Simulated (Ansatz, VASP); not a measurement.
## Se: VASP beside Ansatz

```
CELL_PARAMETERS angstrom
2.84645 0.00000 0.00000
0.00000 2.73426 0.00360
0.00000 0.00360 2.79005
ATOMIC_POSITIONS crystal
Se 0.00000 0.00000 0.00000
```

Alike in both runs: task single point; functional PBEsol; k mesh 14 × 14 × 14; occupations gaussian, width 0.1 eV; no spin polarisation.

|  | VASP | Ansatz |
| --- | --- | --- |
| version | VASP 6.6.1 | Ansatz 0.2.0 |
| potentials or method | VASP PAW PBE potentials, release 64 (Se), cutoff 520 eV | scalar-relativistic, plane waves, PAW |
| valence electrons in the cell | 6 | 16 |

VASP gave:

- gap on the k mesh at the Fermi level (eV): none
- pressure (GPa): -0.1
- traceless stress, the component that is largest in VASP (GPa): -2.78

Task: Estimate Ansatz's values.

Result: gap on the k mesh at the Fermi level (eV): none; pressure (GPa): -0.2; traceless stress, the component that is largest in VASP (GPa): -2.77.

VASP's potentials were made for PBE, not for PBEsol. A gap of «none» marks a metal or a gap that the smearing closes. VASP's potentials hold 6 valence electrons a cell and Ansatz's 16, so a difference there can come from the potentials and not from the codes.
